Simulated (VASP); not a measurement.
A run of VASP 6.6.1:

The input POSCAR:

```
I
1.0
    0.0000000000      2.3656004428      3.9098401324
    2.1922454667      0.0000000000      3.9098401324
    2.1922454667      2.3656004428      0.0000000000
I
1
Direct
    0.0000000000      0.0000000000      0.0000000000
```

Contents of INCAR.step1:

```
SYSTEM = I
  PREC = Accurate
  ENCUT = 520
  EDIFF = 1E-5
  ISMEAR = -1
  SIGMA = 0.05
  LREAL = .FALSE.
  LASPH = .TRUE.
  NELM = 100
  ALGO = Normal
  ISIF = 2
  LWAVE = .TRUE.
  NBANDS = 10
  GGA = PE
```

Contents of INCAR.step2:

```
SYSTEM = I
  PREC = Accurate
  ENCUT = 520
  EDIFF = 1E-7
  ISMEAR = -1
  SIGMA = 0.05
  LREAL = .FALSE.
  LASPH = .TRUE.
  NELM = 100
  ALGO = Normal
  ISIF = 2
  LWAVE = .FALSE.
  LCHARG = .TRUE.
  GGA = PS
  LHFCALC = .TRUE.
  AEXX = 0.25
  HFSCREEN = 0.207
  PRECFOCK = Normal
  LELF = .TRUE.
  LVHAR = .TRUE.
  NBANDS = 10
  ISTART = 1
```

File KPOINTS:

```
regular mesh
0
G
  5 5 5
  0 0 0
```

Potentials or basis: VASP PAW PBE potentials, release 64 (I).

The run is started by

```sh
$ cat potpaw_PBE.64/I/POTCAR > POTCAR
$ cp INCAR.step1 INCAR
$ mpirun -np 1 vasp_std > vasp.out
$ cp INCAR.step2 INCAR
$ mpirun -np 1 vasp_std > vasp.out
```

Hardware: 1 thread of Intel(R) Xeon(R) 6975P-C (Granite Rapids), on a shared host.

**Question.** How long does it take, and how much memory?

**Answer.** It took 6 min on 1 thread of Intel(R) Xeon(R) 6975P-C (Granite Rapids) (shared host), peak memory 0.28 GiB. Counts: k points 27.
